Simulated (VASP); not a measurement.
Input of a VASP 6.6.1 run:

The input INCAR:

```
SYSTEM = SnO
ALGO = Normal ; EDIFF = 1E-6
ENCUT = 520 ; GGA = PS
ISIF = 2 ; ISMEAR = -1
LASPH = .TRUE. ; LCHARG = .TRUE.
LELF = .TRUE. ; LREAL = .FALSE.
LVHAR = .TRUE. ; LWAVE = .FALSE.
NBANDS = 50 ; NELM = 100
PREC = Accurate ; SIGMA = 0.05
```

The input KPOINTS:

```
k-points
0
G
  6 6 6
  0 0 0
```

Contents of POSCAR:

```
SnO
1.0
    0.0026340056      2.6810904477      2.6882886347
    3.8102747283     -0.6831564972      6.0396598690
    3.8203836201      6.0359492940     -0.6611474037
Sn O
4 4
Direct
    0.1206817943     -0.0585511701     -0.0659411525
    0.1206877075     -0.0656242061      0.4411391750
    0.1206836200      0.4343768465     -0.0588589373
    0.1206790426      0.4414491325      0.4340604469
    0.6206835848      0.5633245829      0.3121879363
    0.6206808877      0.3125005341      1.0630130991
    0.6206830142      0.8125003986      0.5630116884
    0.6206849194      1.0633250401      0.8121864389
```

Potentials or basis: VASP PAW PBE potentials, release 64 (Sn_d, O).

Launch:

```console
$ cat potpaw_PBE.64/Sn_d/POTCAR potpaw_PBE.64/O/POTCAR > POTCAR
$ mpirun -np 1 vasp_std > vasp.out
```

(1) Estimate the largest force.

(2) What does it give for the pressure?

(3) Predict the band gap on the k mesh.

Answers

(1) 0.085 eV/Å.

(2) 0.2 GPa.

(3) zero (bands 40 and 41 overlap by 0.10 eV).

Caveat: semilocal functionals underestimate gaps, so a narrow gap can read as zero; the PAW data sets were made with another functional, which shifts forces and pressure a little; spin-orbit coupling is left out, which moves the levels of the heavy elements.
